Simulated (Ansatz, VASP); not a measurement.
**One calculation of MgI2, two programs**

```
Mg I
1.0
     4.15721    0.00000    0.00000
    -2.07861    3.60025    0.00000
     0.00000    0.00000    6.87333
Mg I
1 2
Cartesian
  0.0000 0.0000 0.0000
  0.0000 2.4002 1.6676
  2.0786 1.2001 5.2057
```

Alike in both runs: task single point; functional r2SCAN; k mesh 6 × 6 × 4; occupations methfessel-paxton of order 1, width 0.2 eV; no spin polarisation.

|  | VASP | Ansatz |
| --- | --- | --- |
| version | VASP 6.6.1 | Ansatz 0.2.0 |
| potentials or method | VASP PAW PBE potentials, release 64 (Mg, I) | plane waves |
| plane-wave cutoff (eV) | 660 | 500 |
| valence electrons in the cell | 16 | 44 |

Ansatz gave:

| Quantity | Value |
| --- | --- |
| gap on the k mesh at the Fermi level (eV) | 4.13 |
| pressure (GPa) | 0.6 |
| rms of the force components (eV/Å) | 0.012 |

Problem. What did VASP give for the same quantities?

Solution. gap on the k mesh at the Fermi level (eV): 4.10; pressure (GPa): 0.5; rms of the force components (eV/Å): 0.022.

VASP's potentials were made for PBE, not for r2SCAN. Atom by atom the forces differ by 0.010 eV/Å (rms over components). VASP's potentials hold 16 valence electrons a cell and Ansatz's 44, so a difference there can come from the potentials and not from the codes.

Neither program's run includes spin-orbit coupling.
